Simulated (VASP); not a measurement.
Crystal: NiO.

```
Ni O
1.0
     2.94991    0.00000    0.00000
     1.47496    2.55470    0.00000
     1.47496    0.85157    2.40859
Ni O
1 1
Direct
  0.00000 0.00000 0.00000
  0.50000 0.50000 0.50000
```

Base run:

```yaml
Program: VASP 6.6.1
Functional: PBEsol
Potentials_or_basis: VASP PAW PBE potentials, release 64 (Ni, O)
Cutoff: 520 eV
k_mesh: 12 × 12 × 12
Occupations: fermi-dirac, width 0.15 eV
Spin: collinear spin, ferromagnetic start
Starting_moments: "[1.5, 0.0] μB"
Hubbard_terms: Ni d U = 7.0 eV
```

Its results: band gap on the k mesh 2.72 eV, indirect (least direct gap 3.36 eV); pressure -8.0 GPa; net moment 2.00 μB per cell; site moments Ni +1.84; O +0.16 μB.

Task: The run is repeated on the same cell with these changes: hubbard terms from Ni d U = 7.0 eV to Ni d U = 3.0 eV. What comes out?

Result: Band gap on the k mesh 0.61 eV, indirect (least direct gap 1.57 eV); pressure -3.7 GPa; net moment 1.99 μB per cell; site moments Ni +1.70; O +0.26 μB.

Caveats: the PAW data sets were made with another functional, which shifts forces and pressure a little; a cell with one magnetic atom can't hold antiferromagnetic order, which such compounds often take.

A k mesh can miss the band edges.
